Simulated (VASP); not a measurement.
# SrTi2O4: single point with PBE

Crystal: SrTi2O4.

```
Sr Ti O
1.0
     4.38440    0.00000    0.00000
    -2.19220    3.79700    0.00000
     0.00000    0.00000   10.09008
Sr Ti O
1 2 4
Cartesian
  0.0000 0.0000 5.0450
  0.0000 0.0000 1.6327
  0.0000 0.0000 8.4573
  2.1922 0.0000 0.0000
  -1.0961 1.8985 0.0000
  1.0961 1.8985 0.0000
  0.0000 0.0000 0.0000
```

The cell was generated, and may not be a known phase.

```json
{
 "Program": "VASP 6.6.1",
 "Task": "single point",
 "Functional": "PBE",
 "Potentials or basis": "VASP PAW PBE potentials, release 64 (Sr_sv, Ti_sv, O)",
 "Cutoff": "520 eV",
 "k mesh": "4 × 4 × 2",
 "Occupations": "gaussian, width 0.15 eV",
 "Spin": "collinear spin",
 "Starting moments": "[0.0, 1.0, 1.0, 0.0, 0.0, 0.0, 0.0] μB",
 "Dipole correction": "no",
 "Further INCAR settings": "ALGO = Normal; EDIFF = 1e-07; NBANDS = 42"
}
```

| Quantity | Value |
| --- | --- |
| Pressure | 1.1 GPa |
| Largest force | 0.526 eV/Å |
| Net moment | 1.34 μB per cell |
| Site moments | Sr +0.01; Ti +0.72; O -0.13, -0.12 (each value once) μB |
| Valence electrons inside the program's atomic spheres | Sr 7.91; Ti 10.30; O 4.71, 5.14 (each value once) |

Forces in eV/Å, atoms in the order of the input:
```
Sr   0.000  0.000  0.000
Ti   0.000  0.000  0.526
Ti   0.000  0.000 -0.526
O    0.000  0.000  0.000
O    0.000  0.000  0.000
O    0.000  0.000  0.000
O    0.000  0.000  0.000
```

Stress tensor (GPa, compression positive):
```
0.47 0.00 0.00
0.00 0.47 0.00
0.00 0.00 2.44
```

Levels at points of the mesh, in eV from the Fermi level:
Spin up:
```
           k point  band 28  band 29  band 30  band 31  band 32  band 33
(0.00, 0.00, 0.00)    -0.09    -0.01    -0.01     0.12     0.12     0.59
(0.50, 0.00, 0.00)    -0.71    -0.13    -0.02     0.08     0.14     0.36
(0.00, 0.00, 0.50)     0.04     0.04     0.12     0.12     0.46     0.72
(0.50, 0.00, 0.50)    -0.49    -0.14    -0.13    -0.11     0.15     0.36
```
Spin down:
```csv
k point,band 24,band 25,band 26,band 27,band 28,band 29,band 30,band 31,band 32,band 33
"(0.00, 0.00, 0.00)",-1.89,-1.07,-1.07,-0.45,0.13,0.24,0.78,0.78,0.80,0.80
"(0.50, 0.00, 0.00)",-2.06,-1.71,-1.63,-0.65,-0.35,-0.21,0.19,0.71,0.78,0.99
"(0.00, 0.00, 0.50)",-1.89,-1.10,-1.07,-1.07,0.24,0.56,0.81,0.81,0.84,0.84
"(0.50, 0.00, 0.50)",-2.06,-1.71,-1.63,-0.41,-0.35,-0.13,0.15,0.46,0.90,1.06
```

Run time: 9.3 min on 1 thread of Intel Xeon 8259CL, with other jobs on the host, peak memory 0.43 GiB.

Caveat: the k points lie up to 0.41 Å⁻¹ apart; semilocal functionals often make such compounds metallic where correlation or magnetic order opens a gap, which also shifts bond lengths.
